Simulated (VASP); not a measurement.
# YN2 (P6/mmm) in VASP: notebook, part 2 of 2

VASP 6.6.1. The steps go on from the part before.

## Step 3: Single point, PBEsol (10.51 Å³/atom)

This run uses another cell than the first one, of 10.51 Å³/atom.

The input, INCAR:

```
SYSTEM = YN2
ALGO = Normal
EDIFF = 1E-7
ENCUT = 520
GGA = PS
ISIF = 2
ISMEAR = 0
LASPH = .TRUE.
LCHARG = .FALSE.
LREAL = .FALSE.
LWAVE = .FALSE.
NBANDS = 18
NELM = 80
PREC = Accurate
SIGMA = 0.05
```

The input, KPOINTS:

```
k-points
0
G
  10 10 10
  0 0 0
```

The input, POSCAR:

```
YN2
1.0
    3.4036978776      0.0000000000      0.0000000000
   -1.7018489388      2.9476888288      0.0000000000
    0.0000000000      0.0000000000      3.1433245199
Y N
1 2
Direct
    0.0000000000      0.0000000000      0.0000000000
    0.3333333333      0.6666666667      0.5000000000
    0.6666666667      0.3333333333      0.5000000000
```

Potentials or basis: VASP PAW PBE potentials, release 64 (Y_sv, N).

The run is started by

```bash
> cat potpaw_PBE.64/Y_sv/POTCAR potpaw_PBE.64/N/POTCAR > POTCAR
> mpirun -np 1 vasp_std > vasp.out
```

OUTCAR:

```text
SYSTEM = YN2
   EDIFF = 1E-7
   ENCUT = 520
   GGA = PS
   ISIF = 2
   ISMEAR = 0
   LASPH = .TRUE.
   LREAL = .FALSE.
   NELM = 80
   PREC = Accurate

 ion  position               nearest neighbor table
   1  0.000  0.000  0.000-   2 2.52   3 2.52   2 2.52   3 2.52   2 2.52   2 2.52   3 2.52   3 2.52
                             3 2.52   3 2.52   2 2.52   2 2.52
   2  0.333  0.667  0.500-   1 2.52   1 2.52   1 2.52   1 2.52   1 2.52   1 2.52
   3  0.667  0.333  0.500-   1 2.52   1 2.52   1 2.52   1 2.52   1 2.52   1 2.52

  LATTYP: Found a hexagonal cell.
 ALAT       =     3.4036978776
 C/A-ratio  =     0.9235027999

  Lattice vectors:

 A1 = (   3.4036978776,   0.0000000000,   0.0000000000)
 A2 = (  -1.7018489388,   2.9476888288,   0.0000000000)
 A3 = (   0.0000000000,   0.0000000000,   3.1433245199)

Analysis of symmetry for initial positions (statically):
=====================================================================
 Subroutine PRICEL returns:
 Original cell was already a primitive cell.

 Routine SETGRP: Setting up the symmetry group for a
 hexagonal supercell.

 Subroutine GETGRP returns: Found 24 space group operations
 (whereof 24 operations were pure point group operations)
 out of a pool of 24 trial point group operations.

The static configuration has the point symmetry D_6h.

Analysis of symmetry for dynamics (positions and initial velocities):
=====================================================================
 Subroutine PRICEL returns:
 Original cell was already a primitive cell.

 Routine SETGRP: Setting up the symmetry group for a
 hexagonal supercell.

 Subroutine GETGRP returns: Found 24 space group operations
 (whereof 24 operations were pure point group operations)
 out of a pool of 24 trial point group operations.

[... 118 lines left out ...]
   EFERMI_NEDOS =   21; number of points for ismear=-14 and -15
   IALGO  =     38    algorithm
   IMIX   =      4    mixing-type and parameters
     AMIX     =   0.40;   BMIX     =  1.00
     AMIX_MAG =   1.60;   BMIX_MAG =  1.00
  volume/ion in A,a.u.               =      10.51        70.94
  Fermi-wavevector in a.u.,A,eV,Ry     =   1.429576  2.701507 27.806065  2.043688
  Thomas-Fermi vector in A             =   2.549515
   LORBIT       =      0    0 simple, 1 ext, 2 COOP (PROOUT), +10 PAW based schemes
   GGA     = PS    functional components
   LHFCALC =     F    Hartree Fock is set to
   AEXX    =    0.0000 exact exchange contribution
   IVDW    =     0    specifies the selected vdW correction
   LEPSILON=     F    determine dielectric tensor
   LRPA    =     F    only Hartree local field effects (RPA)
 non-spin polarized calculation
 Gauss-broadening in eV      SIGMA  =   0.05
  energy-cutoff  :      520.00
  volume of cell :       31.54
 maximum number of plane-waves:       864
 NGX is ok and might be reduce to    28
   NGX = 13   NGY = 13   NGZ = 11

 number of electron      20.9999998 magnetization

 Free energy of the ion-electron system (eV)
  ---------------------------------------------------
  ext. energy  EPLUGINS =         0.00000000
  ---------------------------------------------------
  free energy    TOTEN  =       -23.94431555 eV

  energy without entropy =      -23.94172978  energy(sigma->0) =      -23.94302267

 E-fermi :   6.7064     XC(G=0): -12.5600

 val. band max:        6.7061456324   @ k =   0.2000   0.1000   0.3000
 cond. band min:       6.7156573523   @ k =   0.3000   0.2000   0.2000
 fundamental gap:      0.0095117198
 Fermi energy:         6.7063510388

 k-point     1 :       0.0000    0.0000    0.0000
  band No.  band energies     occupation
      1     -35.0782      2.00000
      2     -14.8181      2.00000
      3     -14.8181      2.00000
      4     -14.7964      2.00000
      5     -11.1891      2.00000
      6      -2.9404      2.00000
[... 481 lines left out ...]
      5      -8.2754      2.00000
      6      -7.1290      2.00000
[... 10 lines left out ...]
     17      15.0350      0.00000
     18      16.0963      0.00000

 [... further k-points ...]

------------------------ aborting loop because EDIFF is reached ----------------------------------------

  FORCE on cell =-STRESS in cart. coord.  units (eV):
  Direction    XX          YY          ZZ          XY          YZ          ZX
  --------------------------------------------------------------------------------------
  -------------------------------------------------------------------------------------
  Total        1.5755618      1.5755618      1.5512981      0.0000000     -0.0000000     -0.0000000
  in kB       80.0431476     80.0431476     78.8104825      0.0000000     -0.0000000     -0.0000000
  external PRESSURE =      79.6322593 kB  Pullay stress =       0.0000000 kB

 VOLUME and BASIS-vectors are now :
 -----------------------------------------------------------------------------
  energy-cutoff  :      520.00
  volume of cell :       31.54
      direct lattice vectors                 reciprocal lattice vectors
     3.403697878  0.000000000  0.000000000     0.293798109  0.169624417  0.000000000
    -1.701848939  2.947688829  0.000000000     0.000000000  0.339248835  0.000000000
     0.000000000  0.000000000  3.143324520     0.000000000  0.000000000  0.318134508

 POSITION                                       TOTAL-FORCE (eV/Angst)
 -----------------------------------------------------------------------------------
      0.00000      0.00000      0.00000        -0.000000      0.000000      0.000000
     -0.00000      1.96513      1.57166         0.000000      0.000000      0.000000
      1.70185      0.98256      1.57166        -0.000000     -0.000000      0.000000
 -----------------------------------------------------------------------------------
    total drift:                               -0.000000      0.000000     -0.000000

  FREE ENERGIE OF THE ION-ELECTRON SYSTEM (eV)
  ---------------------------------------------------
  free  energy   TOTEN  =       -23.9443155490 eV

  energy  without entropy=      -23.9417297836  energy(sigma->0) =      -23.94302267
```

It took 93 s on 1 thread of Intel Xeon 8259CL, shared host; peak memory 0.2 GiB.

What came out:

* Free energy: -23.9443 eV
* Pressure: 8.0 GPa
* Band gap on the k mesh: zero (an odd number of electrons rules out a gap without spin polarisation)

Stress tensor (GPa, compression positive):
```
8.00 0.00 0.00
0.00 8.00 0.00
0.00 0.00 7.88
```

Levels at points of the mesh, in eV from the Fermi level:
```tsv
k point	band 8	band 9	band 10	band 11	band 12	band 13
(0.00, 0.00, 0.00)	-5.84	-3.46	-0.79	0.55	0.55	0.80
(0.50, 0.00, 0.00)	-4.47	-3.92	-1.15	1.89	2.00	2.10
(0.00, 0.00, 0.50)	-4.99	-4.99	-1.85	-1.85	-0.80	2.44
(0.50, 0.00, 0.50)	-4.83	-3.73	-2.58	1.78	2.99	6.49
```

Caveat: the cell stands under pressure; the PAW data sets were made with another functional, which shifts forces and pressure a little.

## Step 4: Single point, PBEsol (10.73 Å³/atom)

This run uses another cell than the first one, of 10.73 Å³/atom.

The input, INCAR:

```
SYSTEM = YN2
ALGO     = Normal         ! electronic algorithm
EDIFF    = 1E-6           ! SCF threshold, eV
ENCUT    = 520            ! plane-wave cutoff, eV
GGA      = PS             ! functional
ISIF     = 2              ! what is computed and relaxed
ISMEAR   = 0              ! smearing method
LASPH    = .True.         ! aspherical terms in the spheres
LCHARG   = .False.        ! write CHGCAR
LREAL    = .False.        ! projectors in reciprocal space
LWAVE    = .False.        ! write WAVECAR
NBANDS   = 18             ! bands
NELM     = 100            ! most SCF steps
PREC     = Accurate       ! precision mode
SIGMA    = 0.05           ! smearing width, eV
```

The input, KPOINTS:

```
k-points
0
Gamma
  10 10 10
  0 0 0
```

The input, POSCAR:

```
YN2
1.0
    3.4277014205      0.0000000000      0.0000000000
   -1.7138507103      2.9684765068      0.0000000000
    0.0000000000      0.0000000000      3.1640264235
Y N
1 2
Direct
    0.0000000000      0.0000000000      0.0000000000
    0.3333333333      0.6666666667      0.5000000000
    0.6666666667      0.3333333333      0.5000000000
```

The run is started by

```bash
> cat potpaw_PBE.64/Y_sv/POTCAR potpaw_PBE.64/N/POTCAR > POTCAR
> mpirun -np 1 vasp_std > vasp.out
```

Run time: 82 s. Hardware: 1 thread of Intel Xeon 8259CL, shared host; peak memory 0.2 GiB.

Results (log left out):

| Item | Value |
| --- | --- |
| Free energy | -23.9688 eV |
| Pressure | 3.8 GPa |
| Band gap on the k mesh | zero (an odd number of electrons rules out a gap without spin polarisation) |

Levels at points of the mesh, in eV from the Fermi level:
```tsv
k point	band 6	band 7	band 8	band 9	band 10	band 11	band 12	band 13	band 14	band 15
(0.00, 0.00, 0.00)	-9.70	-5.71	-5.71	-3.41	-0.72	0.54	0.54	0.78	5.31	5.31
(0.50, 0.00, 0.00)	-14.08	-5.76	-4.42	-3.82	-1.12	1.83	1.95	2.05	4.48	4.97
(0.00, 0.00, 0.50)	-9.31	-7.12	-4.88	-4.88	-1.79	-1.79	-0.77	2.43	2.43	5.56
(0.50, 0.00, 0.50)	-13.07	-6.90	-4.72	-3.71	-2.60	1.70	2.92	6.37	6.54	6.62
```

Caveat: the cell stands under pressure; the PAW data sets were made with another functional, which shifts forces and pressure a little.

## Step 5: Summary

| cell | k mesh | gap on the mesh (eV) | pressure (GPa) |
| --- | --- | --- | --- |
| a = 3.455, b = 3.455, c = 3.176 Å, angles 90.0, 90.0, 120.0°, 3 atoms | 10 × 10 × 6 | none | -0.1 |
| a = 3.404, b = 3.404, c = 3.143 Å, angles 90.0, 90.0, 120.0°, 3 atoms | 10 × 10 × 10 | none | 8.0 |
| a = 3.428, b = 3.428, c = 3.164 Å, angles 90.0, 90.0, 120.0°, 3 atoms | 10 × 10 × 10 | none | 3.8 |

Alike in all rows: task single point; level PBEsol; potentials or basis VASP PAW PBE potentials, release 64 (Y_sv, N); no spin polarisation; cutoff (eV) 520; smearing gaussian 0.05 eV.

Caveats: the PAW data sets were made with another functional, which shifts forces and pressure a little; the cell stands under pressure (at least some runs).

Absolute energies hang on the potentials; compare differences alone.
